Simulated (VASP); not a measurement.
Ce, 1 atom in the cell. Symmetry: Fm-3m, No. 225, cubic system. Conventional cell: a = 4.734 Å, b = 4.734 Å, c = 4.734 Å, α = 90.00°, β = 90.00°, γ = 90.00°. Ce (site symmetry m-3m) has 12 Ce at 3.35 Å within 4.4 Å. 

- Program: VASP 6.6.1
- Task: electric field gradients
- Functional: r2SCAN
- Potentials or basis: VASP PAW PBE potentials, release 64 (Ce)
- Cutoff: 520 eV
- k mesh: 15 × 15 × 15
- Occupations: fermi-dirac, width 0.08 eV
- Spin: no spin polarisation
- Dipole correction: no
- Further INCAR settings: ALGO = Normal; EDIFF = 1e-08; NBANDS = 12

Potentials or basis: VASP PAW PBE potentials, release 64 (Ce).

Command:

```console
$ cat potpaw_PBE.64/Ce/POTCAR > POTCAR
$ cp INCAR.step1 INCAR
$ mpirun -np 1 vasp_std > vasp.out
$ cp INCAR.step2 INCAR
$ mpirun -np 1 vasp_std > vasp.out
```

Hardware: 1 thread of Intel(R) Xeon(R) Platinum 8375C CPU @ 2.90GHz (Ice Lake), on a shared host.

**Question.** Estimate the wall time of this run.

**Answer.** It took 5.4 min on 1 thread of Intel(R) Xeon(R) Platinum 8375C CPU @ 2.90GHz (Ice Lake) (shared host), peak memory 0.21 GiB. Counts: k points 120.
